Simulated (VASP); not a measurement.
# MnO2 (P4_2/mnm) in VASP: further runs

Aim: see how the results for MnO2 move with the level of theory and the settings. Levels: PBE, r2SCAN, LDA. Tasks: single point, relaxation of cell and atoms.

Program: VASP 6.6.1. These are calculated values, not measurements. Logs are shortened: lines on timing, memory, paths and dates and some standing lists are left out, and cuts for length are marked.

**1. The cell of the first run**

It takes space group P4_2/mnm (No. 136, tetragonal). Conventional cell: a = 4.400 Å, b = 4.400 Å, c = 2.867 Å, α = 90.00°, β = 90.00°, γ = 90.00°. Within 2.5 Å of Mn (site symmetry mmm) lie 6 O at 1.88 to 1.90 Å. Within 2.5 Å of O (site symmetry m2m) lie 3 Mn at 1.88 to 1.90 Å and 1 O at 2.43 Å.

**2. Single point, PBE, collinear spin, ferromagnetic start**

Contents of INCAR:

```
PREC     = Accurate       # precision mode
ENCUT    = 520            # plane-wave cutoff, eV
EDIFF    = 1E-6           # SCF threshold, eV
ISMEAR   = -1             # smearing method
SIGMA    = 0.05           # smearing width, eV
LREAL    = False          # projectors in reciprocal space
LASPH    = True           # aspherical terms in the spheres
NELM     = 150            # most SCF steps
ALGO     = Normal         # electronic algorithm
ISIF     = 2              # what is computed and relaxed
LWAVE    = False          # write WAVECAR
LCHARG   = True           # write CHGCAR
ISPIN    = 2              # spin polarisation
MAGMOM   = 4 4 0 0 0 0    # initial moments
LORBIT   = 11             # projections on sites
LMAXMIX  = 4              # l up to which the mixer works
GGA      = PE             # functional
LELF     = True           # ELF
LVHAR    = True         
NBANDS   = 38             # bands
```

Contents of KPOINTS:

```
regular mesh
0
Gamma
  6 6 9
```

Contents of POSCAR:

```
MnO2
1.0
    4.4004184607      0.0000000000      0.0000000000
    0.0000000000      4.4004184607      0.0000000000
    0.0000000000      0.0000000000      2.8670779400
Mn O
2 4
Direct
    0.5000000000      0.5000000000      0.5000000000
    0.0000000000      0.0000000000      0.0000000000
    0.8049161500      0.1950838500      0.5000000000
    0.6950838500      0.6950838500      0.0000000000
    0.1950838500      0.8049161500      0.5000000000
    0.3049161500      0.3049161500      0.0000000000
```

Potentials or basis: VASP PAW PBE potentials, release 64 (Mn_pv, O).

The run is started by

```console
> cat potpaw_PBE.64/Mn_pv/POTCAR potpaw_PBE.64/O/POTCAR > POTCAR
> mpirun -np 1 vasp_std > vasp.out
```

OUTCAR:

```text
PREC = Accurate
   ENCUT = 520
   EDIFF = 1E-6
   ISMEAR = -1
   LREAL = False
   LASPH = True
   NELM = 150
   ISIF = 2
   ISPIN = 2
   LORBIT = 11
   GGA = PE

 ion  position               nearest neighbor table
   1  0.500  0.500  0.500-   4 1.88   6 1.88   4 1.88   6 1.88   5 1.90   3 1.90
   2  0.000  0.000  0.000-   3 1.88   5 1.88   3 1.88   5 1.88   4 1.90   6 1.90
   3  0.805  0.195  0.500-   2 1.88   2 1.88   1 1.90
   4  0.695  0.695  0.000-   1 1.88   1 1.88   2 1.90
   5  0.195  0.805  0.500-   2 1.88   2 1.88   1 1.90
   6  0.305  0.305  0.000-   1 1.88   1 1.88   2 1.90

  LATTYP: Found a simple tetragonal cell.
 ALAT       =     4.4004184607
 C/A-ratio  =     0.6515466576

  Lattice vectors:

 A1 = (   4.4004184607,   0.0000000000,   0.0000000000)
 A2 = (   0.0000000000,   4.4004184607,   0.0000000000)
 A3 = (   0.0000000000,   0.0000000000,   2.8670779400)

Analysis of symmetry for initial positions (statically):
=====================================================================
 Subroutine PRICEL returns:
 Original cell was already a primitive cell.

 Routine SETGRP: Setting up the symmetry group for a
 simple tetragonal supercell.

 Subroutine GETGRP returns: Found 16 space group operations
 (whereof  8 operations were pure point group operations)
 out of a pool of 16 trial point group operations.

The static configuration has the point symmetry D_2h.
 The point group associated with its full space group is D_4h.

Analysis of symmetry for dynamics (positions and initial velocities):
=====================================================================
 Subroutine PRICEL returns:
 Original cell was already a primitive cell.

 Routine SETGRP: Setting up the symmetry group for a
 simple tetragonal supercell.

 Subroutine GETGRP returns: Found 16 space group operations
 (whereof  8 operations were pure point group operations)
 out of a pool of 16 trial point group operations.

The dynamic configuration has the point symmetry D_2h.
 The point group associated with its full space group is D_4h.

Analysis of structural, dynamic, and magnetic symmetry:
=====================================================================
 Subroutine PRICEL returns:
 Original cell was already a primitive cell.

 Routine SETGRP: Setting up the symmetry group for a
 simple tetragonal supercell.

 Subroutine GETGRP returns: Found 16 space group operations
 (whereof  8 operations were pure point group operations)
 out of a pool of 16 trial point group operations.

The overall configuration has the point symmetry D_2h.
[... 144 lines left out ...]
   NGX = 17   NGY = 17   NGZ = 11

 number of electron      49.9999968 magnetization       5.9886801

 Free energy of the ion-electron system (eV)
  ---------------------------------------------------
  ext. energy  EPLUGINS =         0.00000000
  ---------------------------------------------------
  free energy    TOTEN  =       -47.68372670 eV

  energy without entropy =      -47.67993117  energy(sigma->0) =      -47.68182893

 E-fermi :   5.4963     XC(G=0): -12.0233

 val. band max:        5.3978585886   @ k =   0.5000   0.5000   0.0000
 cond. band min:       5.5396216940   @ k =   0.0000   0.0000   0.0000
 fundamental gap:      0.1417631054
 Fermi energy:         5.4963168660

 spin component 1

 k-point     1 :       0.0000    0.0000    0.0000
  band No.  band energies     occupation
      1     -45.3465      1.00000
      2     -45.3388      1.00000
      3     -45.2766      1.00000
      4     -45.2766      1.00000
      5     -45.1917      1.00000
      6     -45.1917      1.00000
[... 949 lines left out ...]
     36      19.2958      0.00000
     37      21.0294      0.00000

 [... further k-points ...]

 spin component 2

 k-point     1 :       0.0000    0.0000    0.0000
  band No.  band energies     occupation
      1     -42.3787      1.00000
      2     -42.3691      1.00000
      3     -42.3083      1.00000
      4     -42.3083      1.00000
      5     -42.2140      1.00000
      6     -42.2140      1.00000
[... 949 lines left out ...]
     36      19.9081      0.00000
     37      21.4590      0.00000

 [... further k-points ...]

 [bands above 37 left out]

------------------------ aborting loop because EDIFF is reached ----------------------------------------

  FORCE on cell =-STRESS in cart. coord.  units (eV):
  Direction    XX          YY          ZZ          XY          YZ          ZX
  --------------------------------------------------------------------------------------
  -------------------------------------------------------------------------------------
  Total        2.4919646      2.4919646      2.2340314      0.0000000      0.0000000      0.0000000
  in kB       71.9159118     71.9159118     64.4721859      0.0000000      0.0000000      0.0000000
  external PRESSURE =      69.4346698 kB  Pullay stress =       0.0000000 kB

 VOLUME and BASIS-vectors are now :
 -----------------------------------------------------------------------------
  energy-cutoff  :      520.00
  volume of cell :       55.52
      direct lattice vectors                 reciprocal lattice vectors
     4.400418461  0.000000000  0.000000000     0.227251115  0.000000000  0.000000000
     0.000000000  4.400418461  0.000000000     0.000000000  0.227251115  0.000000000
     0.000000000  0.000000000  2.867077940     0.000000000  0.000000000  0.348787170

 POSITION                                       TOTAL-FORCE (eV/Angst)
 -----------------------------------------------------------------------------------
      2.20021      2.20021      1.43354         0.000000     -0.000000     -0.000000
      0.00000      0.00000      0.00000         0.000000     -0.000000     -0.000000
      3.54197      0.85845      1.43354        -0.021111      0.021111     -0.000000
      3.05866      3.05866      0.00000         0.021111      0.021111      0.000000
      0.85845      3.54197      1.43354         0.021111     -0.021111     -0.000000
      1.34176      1.34176      0.00000        -0.021111     -0.021111     -0.000000
 -----------------------------------------------------------------------------------
    total drift:                                0.000000      0.000000      0.000000

  FREE ENERGIE OF THE ION-ELECTRON SYSTEM (eV)
  ---------------------------------------------------
  free  energy   TOTEN  =       -47.6837266960 eV

  energy  without entropy=      -47.6799311711  energy(sigma->0) =      -47.68182893

 total charge

# of ion       s       p       d       tot
------------------------------------------
    1        0.354   6.469   4.900  11.724
    2        0.354   6.469   4.900  11.724
    3        1.569   3.467   0.000   5.036
    4        1.569   3.467   0.000   5.036
    5        1.569   3.467   0.000   5.036
    6        1.569   3.467   0.000   5.036
--------------------------------------------------
tot          6.985  26.806   9.801  43.592

 magnetization (x)

# of ion       s       p       d       tot
------------------------------------------
    1        0.017   0.029   2.645   2.691
    2        0.017   0.029   2.645   2.691
    3        0.001   0.096   0.000   0.097
    4        0.001   0.096   0.000   0.097
    5        0.001   0.096   0.000   0.097
    6        0.001   0.096   0.000   0.097
--------------------------------------------------
tot          0.038   0.442   5.290   5.770
```

stdout:

```text
POSCAR found type information on POSCAR MnO
 POSCAR found :  2 types and       6 ions
 scaLAPACK will be used
 LDA part: xc-table for (Slater+PW92), standard interpolation
 POSCAR, INCAR and KPOINTS ok, starting setup
 FFT: planning ... GRIDC
 FFT: planning ... GRID_SOFT
 FFT: planning ... GRID
 WAVECAR not read
 entering main loop
```

Run time: 2.8 min. Hardware: 1 thread of Intel Xeon Platinum 8259CL at 2.50GHz (Skylake/Cascade Lake), shared host; peak memory 0.29 GiB.

Results:

```
Free energy                                           : -47.6837 eV
Pressure                                              : 6.9 GPa
Largest force                                         : 0.030 eV/Å
Band gap on the k mesh                                : zero (filled and empty bands overlap)
Net moment                                            : 5.99 μB per cell
Site moments                                          : Mn +2.69; O +0.10 μB
Valence electrons inside the program's atomic spheres : Mn 11.72; O 5.04
```

Forces in eV/Å, atoms in the order of the input:
```
Mn   0.000  0.000  0.000
Mn   0.000  0.000  0.000
O   -0.021  0.021  0.000
O    0.021  0.021  0.000
O    0.021 -0.021  0.000
O   -0.021 -0.021  0.000
```

Stress tensor (GPa, compression positive):
```
7.19 0.00 0.00
0.00 7.19 0.00
0.00 0.00 6.45
```

Caveat: the cell stands under pressure; semilocal functionals often make such compounds metallic where correlation or magnetic order opens a gap, which also shifts bond lengths; the run started ferromagnetic, and an antiferromagnetic order may lie lower in energy. With open d or f shells a metallic result of PBE can be an artefact of self-interaction; +U or a hybrid may open a gap.

**3. Single point, r2SCAN, collinear spin, ferromagnetic start**

This run uses another cell than the first one, of 8.70 Å³/atom.

POSCAR, as its differences from that of step 2:

```diff
@@ -2,5 +2,5 @@
 1.0
-    4.4004184607      0.0000000000      0.0000000000
-    0.0000000000      4.4004184607      0.0000000000
-    0.0000000000      0.0000000000      2.8670779400
+    4.3105887966      0.0000000000      0.0000000000
+    0.0000000000      4.3105887966      0.0000000000
+    0.0000000000      0.0000000000      2.8085497226
 Mn O
```

Contents of INCAR.step1:

```
PREC = Accurate
ENCUT = 520
ISMEAR = -1
SIGMA = 0.05
LREAL = False
LASPH = True
NELM = 150
ISPIN = 2
MAGMOM = 4 4 0 0 0 0
LMAXMIX = 4
NBANDS = 38
GGA = PE
ALGO = Normal
EDIFF = 1E-4
LWAVE = True
LCHARG = False
```

Contents of INCAR.step2:

```
PREC = Accurate
ENCUT = 520
EDIFF = 1E-7
ISMEAR = -1
SIGMA = 0.05
LREAL = False
LASPH = True
NELM = 150
ALGO = Normal
ISIF = 2
LWAVE = False
LCHARG = False
ISPIN = 2
MAGMOM = 4 4 0 0 0 0
LORBIT = 11
LMAXMIX = 4
METAGGA = R2SCAN
LMIXTAU = True
NBANDS = 38
ISTART = 1
```

Contents of KPOINTS:

```
Automatic mesh
0
Gamma
  6 6 9
```

Potentials or basis: VASP PAW PBE potentials, release 64 (Mn_pv, O).

The run is started by

```console
> cat potpaw_PBE.64/Mn_pv/POTCAR potpaw_PBE.64/O/POTCAR > POTCAR
> cp INCAR.step1 INCAR
> mpirun -np 1 vasp_std > vasp.out
> cp INCAR.step2 INCAR
> mpirun -np 1 vasp_std > vasp.out
```

It took 8.8 min on 1 thread of Intel Xeon Platinum 8488C (Sapphire Rapids), shared host; peak memory 0.28 GiB.

Results (log left out):

| Item | Value |
| --- | --- |
| Free energy | -65.2055 eV |
| Pressure | 19.2 GPa |
| Largest force | 0.289 eV/Å |
| Band gap on the k mesh | 0.52 eV |
| Net moment | 6.00 μB per cell |
| Site moments | Mn +2.76; O +0.08 μB |
| Valence electrons inside the program's atomic spheres | Mn 11.84; O 5.12 |

Forces on the atoms (eV/Å):
```
Mn   0.000  0.000  0.000
Mn   0.000  0.000  0.000
O   -0.204  0.204  0.000
O    0.204  0.204  0.000
O    0.204 -0.204  0.000
O   -0.204 -0.204  0.000
```

Stress tensor (GPa, compression positive):
```
17.81  0.00  0.00
 0.00 17.81  0.00
 0.00  0.00 22.09
```

Levels at points of the mesh, in eV from the valence-band top:
Spin up:
| k point | band 24 | band 25 | band 26 | band 27 | band 28 | band 29 | band 30 | band 31 | band 32 | band 33 |
| --- | --- | --- | --- | --- | --- | --- | --- | --- | --- | --- |
| (0.00, 0.00, 0.00) | -1.47 | -1.05 | -1.05 | -0.52 | -0.29 | 0.52 | 3.63 | 3.63 | 4.40 | 9.23 |
| (0.50, 0.00, 0.00) | -1.59 | -1.42 | -1.42 | -0.79 | -0.79 | 3.09 | 3.09 | 3.38 | 3.38 | 11.66 |
| (0.50, 0.50, 0.00) | -2.45 | -1.98 | -1.98 | -0.01 | -0.01 | 2.30 | 2.30 | 3.59 | 3.59 | 12.87 |
Spin down:
| k point | band 19 | band 20 | band 21 | band 22 | band 23 | band 24 | band 25 | band 26 |
| --- | --- | --- | --- | --- | --- | --- | --- | --- |
| (0.00, 0.00, 0.00) | -1.44 | -0.70 | -0.70 | 0.00 | 0.97 | 1.35 | 1.51 | 1.51 |
| (0.50, 0.00, 0.00) | -2.74 | -2.74 | -0.97 | -0.97 | 1.78 | 1.78 | 2.20 | 2.20 |
| (0.50, 0.50, 0.00) | -2.39 | -2.39 | -1.76 | -1.76 | 1.00 | 1.00 | 1.52 | 1.52 |

Caveat: the cell stands under pressure; semilocal functionals underestimate gaps, and a narrow one can read as zero; the PAW data sets were made with another functional, which shifts forces and pressure a little; the run started ferromagnetic, and an antiferromagnetic order may lie lower in energy.

[end of part 1 of 2]

The gap in the log of VASP goes by the Fermi energy; the results here count the filled bands.